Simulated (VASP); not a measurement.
# C in VASP: notebook

Runs on C. Level: PBE+D3(BJ). Tasks: single point.

Everything below comes from runs of VASP 6.6.1. Logs are shortened: lines on timing, memory, paths and dates and some standing lists are left out, and cuts for length are marked.

## Step 1: The cell of the first run

It takes space group Pmma (No. 51, orthorhombic). Conventional cell: a = 2.465 Å, b = 3.572 Å, c = 4.269 Å, α = 90.00°, β = 90.00°, γ = 90.00°. C (site symmetry mm2) has 3 C at 1.34 to 1.52 Å within 1.8 Å. Within 1.9 Å of C (site symmetry mm2) lie 3 C at 1.42 to 1.52 Å.

## Step 2: Single point, PBE+D3(BJ) (atoms displaced along several vibrational modes)

File INCAR:

```
SYSTEM = C
PREC = Accurate ; ENCUT = 520
EDIFF = 1E-6 ; ISMEAR = 0
SIGMA = 0.15 ; LREAL = .FALSE.
LASPH = .TRUE. ; NELM = 60
ALGO = Normal ; ISIF = 2
LWAVE = .FALSE. ; LCHARG = .FALSE.
GGA = PE ; IVDW = 12
NBANDS = 16
```

File KPOINTS:

```
Automatic mesh
0
G
  18 12 10
  0 0 0
```

File POSCAR:

```
C
1.0
   -2.4646600698      0.0000000000      0.0000000000
    0.0000000000      0.0000000000     -3.5719696368
    0.0000000000     -4.2689164642      0.0000000000
C
4
Direct
    0.5000000000      0.0000000000      0.1891548088
    0.0000000000      0.0000000000      0.6666666667
    0.0000000000      0.0000000000      0.3108451912
    0.5000000000      0.0000000000      0.8333333333
```

Potentials or basis: VASP PAW PBE potentials, release 64 (C).

Started as:

```bash
cat potpaw_PBE.64/C/POTCAR > POTCAR
mpirun -np 1 vasp_std > vasp.out
```

OUTCAR:

```text
SYSTEM = C
   PREC = Accurate
   ENCUT = 520
   EDIFF = 1E-6
   ISMEAR = 0
   LREAL = .FALSE.
   LASPH = .TRUE.
   NELM = 60
   ISIF = 2
   GGA = PE
   IVDW = 12
 IVDW          = 12

 ion  position               nearest neighbor table
   1  0.500  0.000  0.189-   3 1.34   3 1.34   4 1.52
   2  0.000  0.000  0.667-   4 1.42   4 1.42   3 1.52
   3  0.000  0.000  0.311-   1 1.34   1 1.34   2 1.52
   4  0.500  0.000  0.833-   2 1.42   2 1.42   1 1.52

  LATTYP: Found a simple orthorhombic cell.
 ALAT       =     2.4646600698
 B/A-ratio  =     1.4492747623
 C/A-ratio  =     1.7320508075

  Lattice vectors:

 A1 = (  -2.4646600698,   0.0000000000,   0.0000000000)
 A2 = (   0.0000000000,   0.0000000000,  -3.5719696368)
 A3 = (   0.0000000000,  -4.2689164642,   0.0000000000)

Analysis of symmetry for initial positions (statically):
=====================================================================
 Subroutine PRICEL returns:
 Original cell was already a primitive cell.

 Routine SETGRP: Setting up the symmetry group for a
 simple orthorhombic supercell.

 Subroutine GETGRP returns: Found  8 space group operations
 (whereof  4 operations were pure point group operations)
 out of a pool of  8 trial point group operations.

The static configuration has the point symmetry C_2v.
 The point group associated with its full space group is D_2h.

Analysis of symmetry for dynamics (positions and initial velocities):
=====================================================================
 Subroutine PRICEL returns:
 Original cell was already a primitive cell.

 Routine SETGRP: Setting up the symmetry group for a
 simple orthorhombic supercell.

 Subroutine GETGRP returns: Found  8 space group operations
 (whereof  4 operations were pure point group operations)
 out of a pool of  8 trial point group operations.

The dynamic configuration has the point symmetry C_2v.
 The point group associated with its full space group is D_2h.

 Subroutine INISYM returns: Found  8 space group operations
 (whereof  4 operations are pure point group operations),
 and found     1 'primitive' translations

----------------------------------------------------------------------------------------

                                     Primitive cell

  volume of cell :      37.5822

  direct lattice vectors                    reciprocal lattice vectors
    -2.464660070  0.000000000  0.000000000    -0.405735465  0.000000000  0.000000000
     0.000000000  0.000000000 -3.571969637     0.000000000  0.000000000 -0.279957587
     0.000000000 -4.268916464  0.000000000     0.000000000 -0.234251480  0.000000000

  length of vectors
     2.464660070  3.571969637  4.268916464     0.405735465  0.279957587  0.234251480

  position of ions in fractional coordinates (direct lattice)
     0.500000000  0.000000000  0.189154809
     0.000000000  0.000000000  0.666666667
     0.000000000  0.000000000  0.310845191
     0.500000000  0.000000000  0.833333333

  ion indices of the primitive-cell ions
   primitive index   ion index
                 1           1
                 2           2
                 3           3
                 4           4

----------------------------------------------------------------------------------------

 KPOINTS: Automatic mesh

Automatic generation of k-mesh.
 Grid dimensions read from file:
 generate k-points for:   18   12   10

 Generating k-lattice:

  Cartesian coordinates                     Fractional coordinates (reciprocal lattice)
    -0.022540859  0.000000000  0.000000000     0.055555556  0.000000000  0.000000000
     0.000000000  0.000000000 -0.023329799     0.000000000  0.083333333  0.000000000
     0.000000000 -0.023425148  0.000000000     0.000000000  0.000000000  0.100000000

  Length of vectors
     0.022540859  0.023329799  0.023425148

  Shift w.r.t. Gamma in fractional coordinates (k-lattice)
     0.000000000  0.000000000  0.000000000

 Subroutine IBZKPT returns following result:
 ===========================================

 Found    420 irreducible k-points:

 Following reciprocal coordinates:
            Coordinates               Weight
  0.000000  0.000000  0.000000      1.000000
  0.055556  0.000000  0.000000      2.000000
  0.111111  0.000000  0.000000      2.000000
  0.166667  0.000000  0.000000      2.000000
  0.222222  0.000000  0.000000      2.000000
  0.277778  0.000000  0.000000      2.000000
[... 16 lines left out ...]
  0.111111  0.166667  0.000000      4.000000
  0.166667  0.166667  0.000000      4.000000
 [... further k-points ...]
   k-points           NKPTS =    420   k-points in BZ     NKDIM =    420   number of bands    NBANDS=     16
   number of dos      NEDOS =    301   number of ions     NIONS =      4
   total plane-waves  NPLWV =  16128
   dimension x,y,z NGX =    18 NGY =   28 NGZ =   32
   dimension x,y,z NGXF=    36 NGYF=   56 NGZF=   64
   ions per type =               4
   NGX,Y,Z   is equivalent  to a cutoff of  12.14, 13.03, 12.46 a.u.
   NGXF,Y,Z  is equivalent  to a cutoff of  24.28, 26.06, 24.92 a.u.
 SYSTEM =  C
   PREC   = accura    normal or accurate (medium, high low for compatibility)
   ISTART =      0    job   : 0-new  1-cont  2-samecut
   ICHARG =      2    charge: 1-file 2-atom 10-const
   ISPIN  =      1    spin polarized calculation?
   LNONCOLLINEAR =      F non collinear calculations
   LSORBIT =      F    spin-orbit coupling
   LASPH  =      T    aspherical Exc in radial PAW
   ENCUT  =  520.0 eV  38.22 Ry    6.18 a.u.   4.58  6.64  7.94*2*pi/ulx,y,z
   NELM   =     60;   NELMIN=  2; NELMDL= -5     # of ELM steps
   EDIFF  = 0.1E-05   stopping-criterion for ELM
   LREAL  =      F    real-space projection
   EDIFFG = 0.1E-04   stopping-criterion for IOM
   NSW    =      0    number of steps for IOM
   IBRION =     -1    ionic relax: 0-MD 1-quasi-New 2-CG
   NFREE  =      0    steps in history (QN), initial steepest desc. (CG)
   ISIF   =      2    stress and relaxation
   ISYM   =      2    0-nonsym 1-usesym 2-fastsym
   POTIM  = 0.5000    time-step for ionic-motion
   TEBEG  =    0.0;   TEEND  =   0.0 temperature during run
   PSTRESS=    0.0 pullay stress
   NELECT =      16.0000    total number of electrons
   NUPDOWN=      -1.0000    fix difference up-down
   EMIN   =  10.00;   EMAX   =-10.00  energy-range for DOS
   EFERMI =   0.00;   METHOD = LEGACY
   ISMEAR =     0;   SIGMA  =   0.15  broadening in eV -4-tet -1-fermi 0-gaus
   EFERMI_NEDOS =   21; number of points for ismear=-14 and -15
   IALGO  =     38    algorithm
   IMIX   =      4    mixing-type and parameters
     AMIX     =   0.40;   BMIX     =  1.00
     AMIX_MAG =   1.60;   BMIX_MAG =  1.00
  volume/ion in A,a.u.               =       9.40        63.40
  Fermi-wavevector in a.u.,A,eV,Ry     =   1.231556  2.327303 20.636352  1.516729
  Thomas-Fermi vector in A             =   2.366360
   LORBIT       =      0    0 simple, 1 ext, 2 COOP (PROOUT), +10 PAW based schemes
   GGA     = PE    functional components
   LHFCALC =     F    Hartree Fock is set to
   AEXX    =    0.0000 exact exchange contribution
   IVDW    =    12    specifies the selected vdW correction
   LEPSILON=     F    determine dielectric tensor
   LRPA    =     F    only Hartree local field effects (RPA)
 non-spin polarized calculation
 Gauss-broadening in eV      SIGMA  =   0.15
  energy-cutoff  :      520.00
  volume of cell :       37.58
 maximum number of plane-waves:      1040
   NGX =  9   NGY = 13   NGZ = 15

 number of electron      16.0000004 magnetization

 Free energy of the ion-electron system (eV)
  ---------------------------------------------------
  ext. energy  EPLUGINS =         0.00000000
  ---------------------------------------------------
  free energy    TOTEN  =       -36.03629590 eV

  energy without entropy =      -36.03535041  energy(sigma->0) =      -36.03582315

 E-fermi :   4.1303     XC(G=0):  -9.8774

 val. band max:        4.0808532665   @ k =   0.3889   0.4167   0.0000
 cond. band min:       4.2054118151   @ k =   0.3889   0.0833   0.0000
 fundamental gap:      0.1245585486
 Fermi energy:         4.1302864152

 k-point     1 :       0.0000    0.0000    0.0000
  band No.  band energies     occupation
      1     -15.5051      2.00000
      2     -10.4362      2.00000
      3      -8.4196      2.00000
      4      -3.4299      2.00000
      5      -2.7895      2.00000
      6       0.1835      2.00000
[... 8 lines left out ...]
     15      15.4612      0.00000
     16      15.8433      0.00000

 k-point     2 :       0.0556    0.0000    0.0000
  band No.  band energies     occupation
      1     -15.4513      2.00000
      2     -10.3915      2.00000
      3      -8.3676      2.00000
      4      -3.6330      2.00000
      5      -2.7233      2.00000
      6      -0.0275      2.00000
[... 8 lines left out ...]
     15      15.5324      0.00000
     16      15.6184      0.00000

 k-point     3 :       0.1111    0.0000    0.0000
  band No.  band energies     occupation
      1     -15.2902      2.00000
      2     -10.2577      2.00000
      3      -8.2139      2.00000
      4      -4.1957      2.00000
      5      -2.5251      2.00000
      6      -0.6004      2.00000
[... 8 lines left out ...]
     15      15.1589      0.00000
     16      15.7411      0.00000

 k-point     4 :       0.1667    0.0000    0.0000
  band No.  band energies     occupation
      1     -15.0224      2.00000
      2     -10.0351      2.00000
      3      -7.9676      2.00000
      4      -5.0067      2.00000
      5      -2.1963      2.00000
      6      -1.4087      2.00000
[... 8 lines left out ...]
     15      15.3378      0.00000
     16      16.0713      0.00000

 k-point     5 :       0.2222    0.0000    0.0000
  band No.  band energies     occupation
      1     -14.6490      2.00000
      2      -9.7241      2.00000
      3      -7.6692      2.00000
      4      -5.9199      2.00000
      5      -2.3369      2.00000
      6      -1.7396      2.00000
[... 8 lines left out ...]
     15      15.5466      0.00000
     16      16.4965      0.00000

 k-point     6 :       0.2778    0.0000    0.0000
  band No.  band energies     occupation
      1     -14.1720      2.00000
      2      -9.3255      2.00000
      3      -7.6249      2.00000
      4      -6.5486      2.00000
      5      -3.3056      2.00000
      6      -1.1589      2.00000
[... 8 lines left out ...]
     15      16.0185      0.00000
     16      16.9719      0.00000
[... 267 lines left out ...]
 k-point    21 :       0.0000    0.1667    0.0000
  band No.  band energies     occupation
      1     -15.4615      2.00000
      2     -10.4039      2.00000
      3      -8.3911      2.00000
      4      -3.4240      2.00000
      5      -3.1857      2.00000
      6       0.1885      2.00000
[... 8 lines left out ...]
     15      15.8637      0.00000
     16      15.9635      0.00000

 k-point    22 :       0.0556    0.1667    0.0000
  band No.  band energies     occupation
      1     -15.4079      2.00000
      2     -10.3595      2.00000
      3      -8.3393      2.00000
      4      -3.6264      2.00000
      5      -3.1188      2.00000
      6      -0.0219      2.00000
[... 8 lines left out ...]
     15      15.9007      0.00000
     16      15.9689      0.00000

 k-point    23 :       0.1111    0.1667    0.0000
  band No.  band energies     occupation
      1     -15.2472      2.00000
      2     -10.2261      2.00000
      3      -8.1857      2.00000
      4      -4.1869      2.00000
      5      -2.9184      2.00000
      6      -0.5934      2.00000
[... 8 lines left out ...]
     15      15.9641      0.00000
     16      16.0050      0.00000

 k-point    24 :       0.1667    0.1667    0.0000
  band No.  band energies     occupation
      1     -14.9801      2.00000
      2     -10.0042      2.00000
      3      -7.9397      2.00000
      4      -4.9951      2.00000
      5      -2.5860      2.00000
      6      -1.3999      2.00000
[... 8 lines left out ...]
     15      15.8507      0.00000
     16      16.1546      0.00000

 [... further k-points ...]

------------------------ aborting loop because EDIFF is reached ----------------------------------------

 Edisp (eV)   -0.57581

 E8    (eV) :    -0.1618

  FORCE on cell =-STRESS in cart. coord.  units (eV):
  Direction    XX          YY          ZZ          XY          YZ          ZX
  --------------------------------------------------------------------------------------
  -------------------------------------------------------------------------------------
  Total       4.57390    -0.84468    -0.01457     0.00000     0.00000     0.00000
  in kB     194.99118   -36.00995    -0.62126     0.00000     0.00000     0.00000
  external pressure =       52.79 kB  Pullay stress =        0.00 kB

 VOLUME and BASIS-vectors are now :
 -----------------------------------------------------------------------------
  energy-cutoff  :      520.00
  volume of cell :       37.58
      direct lattice vectors                 reciprocal lattice vectors
    -2.464660070  0.000000000  0.000000000    -0.405735465  0.000000000  0.000000000
     0.000000000  0.000000000 -3.571969637     0.000000000  0.000000000 -0.279957587
     0.000000000 -4.268916464  0.000000000     0.000000000 -0.234251480  0.000000000

 POSITION                                       TOTAL-FORCE (eV/Angst)
 -----------------------------------------------------------------------------------
     -1.23233     -0.80749      0.00000         0.000000      8.272648      0.000000
      0.00000     -2.84594      0.00000         0.000000      0.694012      0.000000
      0.00000     -1.32697      0.00000         0.000000     -8.272648      0.000000
     -1.23233     -3.55743      0.00000         0.000000     -0.694012      0.000000
 -----------------------------------------------------------------------------------
    total drift:                               -0.000000     -0.000000     -0.000000

  FREE ENERGIE OF THE ION-ELECTRON SYSTEM (eV)
  ---------------------------------------------------
  free  energy   TOTEN  =       -36.6121073223 eV

  energy  without entropy=      -36.6111618283  energy(sigma->0) =      -36.61163458
```

It took 3.9 min on 1 thread of Intel Xeon 8259CL, shared host; peak memory 0.29 GiB.

What came out:

```yaml
Free_energy: -36.6121 eV
Pressure: 5.3 GPa
Largest_force: 8.273 eV/Å
Band_gap_on_the_k_mesh: zero (bands 8 and 9 overlap by 0.25 eV)
Dispersion_energy_per_atom: -0.144 eV
```

Forces on the atoms (eV/Å):
```
C    0.000  8.273  0.000
C    0.000  0.694  0.000
C    0.000 -8.273  0.000
C    0.000 -0.694  0.000
```

Stress tensor (GPa, compression positive):
```
19.50  0.00  0.00
 0.00 -3.60  0.00
 0.00  0.00 -0.06
```

Caveat: the cell differs from its parent crystal (atoms displaced along several vibrational modes); the stress differs along the axes, from -4 to 19 GPa; forces of over 1 eV/Å act on the atoms, so gaps and moduli don't describe the material at rest.

[end of part 1 of 2]

The gap in the log of VASP goes by the Fermi energy; the results here count the filled bands.